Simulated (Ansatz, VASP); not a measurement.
Ca: VASP beside Ansatz

```xyz
4
Lattice="7.2439 0.0000 0.0000 0.0000 7.2439 0.0000 0.0000 0.0000 3.3841" Properties=species:S:1:pos:R:3 pbc="T T T"
Ca    0.0000    0.0000    0.0000
Ca    0.0000    3.6220    0.0000
Ca    3.6220    0.0000    0.0000
Ca    3.6220    3.6220    1.6920
```

Alike in both runs: task single point; functional PBE; k mesh 4 × 4 × 6; occupations gaussian, width 0.1 eV; no spin polarisation.

|  | VASP | Ansatz |
| --- | --- | --- |
| version | VASP 6.6.1 | Ansatz 0.2.0 |
| potentials or method | VASP PAW PBE potentials, release 64 (Ca_sv), cutoff 520 eV | scalar-relativistic, plane waves, PAW |
| valence electrons in the cell | 40 | 40 |

|  | VASP | Ansatz | Ansatz less VASP |
| --- | --- | --- | --- |
| gap on the k mesh at the Fermi level (eV) | none | none | - |
| pressure (GPa) | 0.0 | 0.0 | -0.01 |
| traceless stress, the component that is largest in VASP (GPa) | 4.81 | 4.80 | -0.009 |

A gap of «none» marks a metal or a gap that the smearing closes. With one functional, cell and mesh, what is left measures potentials, basis and numerics.
